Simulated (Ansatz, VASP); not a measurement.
**MoW3: VASP beside Ansatz**

```xyz
8
Lattice="0.0000 0.0002 -3.1708 -0.0002 -4.4927 0.0003 -9.0059 -0.0001 -0.0003" Properties=species:S:1:pos:R:3 pbc="T T T"
Mo   -4.5032   -4.4925   -1.5852
Mo   -9.0059   -4.4926   -1.5853
W    -9.0060   -2.2465   -0.0002
W    -4.5029   -2.2463    0.0001
W    -6.7546   -2.2463   -1.5855
W    -2.2515   -2.2463   -1.5854
W    -6.7545   -4.4927    0.0002
W    -2.2517   -4.4927    0.0002
```

Change from the starting cell: cell x2, atoms moved at random (sigma 0.05 Å) and cell strained at random (1.5 %), then relaxed without symmetry.

Alike in both runs: functional PBE; k mesh 6 × 6 × 4; occupations gaussian, width 0.2 eV; no spin polarisation.

Ansatz relaxed the structure, and its values are those at the end. VASP's run is a single point on that final structure, the one shown.

|  | VASP | Ansatz |
| --- | --- | --- |
| version | VASP 6.6.1 | Ansatz 0.2.0 |
| potentials or method | VASP PAW PBE potentials, release 64 (Mo_sv, W_sv), cutoff 520 eV | scalar-relativistic, plane waves, PAW |
| valence electrons in the cell | 112 | 112 |

|  | VASP | Ansatz | Ansatz less VASP |
| --- | --- | --- | --- |
| gap on the k mesh at the Fermi level (eV) | none | none | - |
| pressure (GPa) | 0.5 | 0.0 | -0.51 |

A gap of «none» marks a metal or a gap that the smearing closes. The functional is the same, so the differences come from potentials, cutoffs and numerics.

Spin-orbit coupling is off throughout.
